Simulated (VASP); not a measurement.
Here is a VASP 6.6.1 calculation.

The input INCAR:

```
ALGO = Normal
EDIFF = 1E-6
ENCUT = 500
GGA = PE
GGA_COMPAT = F
ISIF = 2
ISMEAR = 0
LASPH = T
LCHARG = F
LREAL = F
LWAVE = F
NBANDS = 16
NELM = 120
PREC = Accurate
SIGMA = 0.2
```

The input KPOINTS:

```
k-points
0
Gamma
  5 5 4
```

File POSCAR:

```
Si2B3
1.0
    3.4048639007      0.0000000027      0.0000000000
   -1.7024319527      2.9486986331      0.0000000000
    0.0000000000      0.0000000000      4.9500829931
Si B
2 3
Direct
    0.3333333333      0.6666666667      0.6865416396
    0.6666666667      0.3333333333      0.3134583604
    0.0000000000      0.0000000000      0.0000000000
    0.3333333333      0.6666666667      0.2330650873
    0.6666666667      0.3333333333      0.7669349127
```

Potentials or basis: VASP PAW PBE potentials, release 64 (Si, B).

Launch:

```bash
$ cat potpaw_PBE.64/Si/POTCAR potpaw_PBE.64/B/POTCAR > POTCAR
$ mpirun -np 1 vasp_std > vasp.out
```

Question: Predict the pressure.

Answer: 0.1 GPa.

Question: What does it give for the largest force?

Answer: 0.012 eV/Å.

Forces in eV/Å, atoms in the order of the input:
```
Si   0.000  0.000  0.011
Si   0.000  0.000 -0.011
B    0.000  0.000  0.000
B    0.000  0.000 -0.012
B    0.000  0.000  0.012
```

Caveat: the k points lie up to 0.43 Å⁻¹ apart.
